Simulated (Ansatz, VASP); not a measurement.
## One calculation of YMg2O2, two programs

```
Y Mg O
1.0
     3.17866    0.00000    0.00000
    -1.58933    2.75280    0.00000
     0.00000    0.00000    8.10284
Y Mg O
1 2 2
Direct
  0.00000 0.00000 0.00000
  0.33333 0.66667 0.65735
  0.66667 0.33333 0.34265
  0.66667 0.33333 0.80552
  0.33333 0.66667 0.19448
```

Change from the starting cell: species swapped into the La2PBr2 type (P-3m1, No. 164).

Alike in both runs: functional PBE; k mesh 12 × 12 × 6; occupations gaussian, width 0.1 eV; no spin polarisation.

Ansatz relaxed the structure, and its values are those at the end. VASP's run is a single point on that final structure, the one shown.

```csv
,VASP,Ansatz
version,VASP 6.6.1,Ansatz 0.2.0
potentials or method,"VASP PAW PBE potentials, release 64 (Y_sv, Mg, O), cutoff 520 eV","scalar-relativistic, plane waves, PAW"
valence electrons in the cell,27,43
```

|  | VASP | Ansatz | Ansatz less VASP |
| --- | --- | --- | --- |
| gap on the k mesh at the Fermi level (eV) | none | none | - |
| pressure (GPa) | -0.2 | 0.0 | +0.25 |
| rms of the force components (eV/Å) | 0.011 | 0.001 | -0.0094 |

A gap of «none» marks a metal or a gap that the smearing closes. With one functional, cell and mesh, what is left measures potentials, basis and numerics. VASP's potentials hold 27 valence electrons a cell and Ansatz's 43, so a difference there can come from the potentials and not from the codes.
